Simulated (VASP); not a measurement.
Input of a VASP 6.6.1 run:

Contents of INCAR:

```
SYSTEM = Co
PREC = Accurate ; ENCUT = 520
EDIFF = 1E-6 ; ISMEAR = 0
SIGMA = 0.1 ; LREAL = .False.
LASPH = .True. ; NELM = 150
ALGO = Normal ; ISIF = 2
LWAVE = .False. ; LCHARG = .True.
ISPIN = 2 ; MAGMOM = 1.78 1.78
LORBIT = 11 ; LMAXMIX = 4
GGA = PS ; LELF = .True.
LVHAR = .True. ; NBANDS = 20
```

The input KPOINTS:

```
regular mesh
0
Gamma
  18 18 10
  0 0 0
```

POSCAR

```
Co
1.0
    2.4564141994      0.0000000000      0.0000000000
   -1.2282070997      2.1273170989      0.0000000000
    0.0000000000      0.0000000000      3.9694110249
Co
2
Direct
    0.3333333333      0.6666666667      0.2500000000
    0.6666666667      0.3333333333      0.7500000000
```

Potentials or basis: VASP PAW PBE potentials, release 64 (Co).

Command:

```console
$ cat potpaw_PBE.64/Co/POTCAR > POTCAR
$ mpirun -np 1 vasp_std > vasp.out
```

Problem. Predict the net moment.

Solution. 3.14 μB per cell.

Problem. Predict the site moments.

Solution. Co +1.58 μB.

Stress tensor (GPa, compression positive):
```
-0.87  0.00  0.00
 0.00 -0.87  0.00
 0.00  0.00 -1.00
```

Caveat: the PAW data sets were made with another functional, which shifts forces and pressure a little.
